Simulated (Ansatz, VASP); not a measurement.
# One calculation of Tl2Hg, two programs

```xyz
6
Lattice="0.0000 4.6182 4.6182 4.6182 0.0000 4.6182 4.6182 4.6182 0.0000" Properties=species:S:1:pos:R:3 pbc="T T T"
Tl    5.7728    5.7728    5.7728
Tl    5.7728    3.4637    3.4637
Tl    3.4637    3.4637    5.7728
Tl    3.4637    5.7728    3.4637
Hg    0.0000    0.0000    0.0000
Hg    2.3091    2.3091    2.3091
```

Alike in both runs: functional PBE; k mesh 4 × 4 × 4; occupations gaussian, width 0.1 eV; no spin polarisation.

Ansatz relaxed the structure, and its values are those at the end. VASP's run is a single point on that final structure, the one shown.

|  | VASP | Ansatz |
| --- | --- | --- |
| version | VASP 6.6.1 | Ansatz 0.2.0 |
| potentials or method | VASP PAW PBE potentials, release 64 (Tl_d, Hg), cutoff 520 eV | scalar-relativistic, plane waves, PAW |
| valence electrons in the cell | 76 | 92 |

|  | VASP | Ansatz | Ansatz less VASP |
| --- | --- | --- | --- |
| gap on the k mesh at the Fermi level (eV) | none | none | - |
| pressure (GPa) | 0.2 | 0.2 | +0.05 |

A gap of «none» marks a metal or a gap that the smearing closes. VASP's potentials hold 76 valence electrons a cell and Ansatz's 92, so a difference there can come from the potentials and not from the codes.

Neither program's run includes spin-orbit coupling.
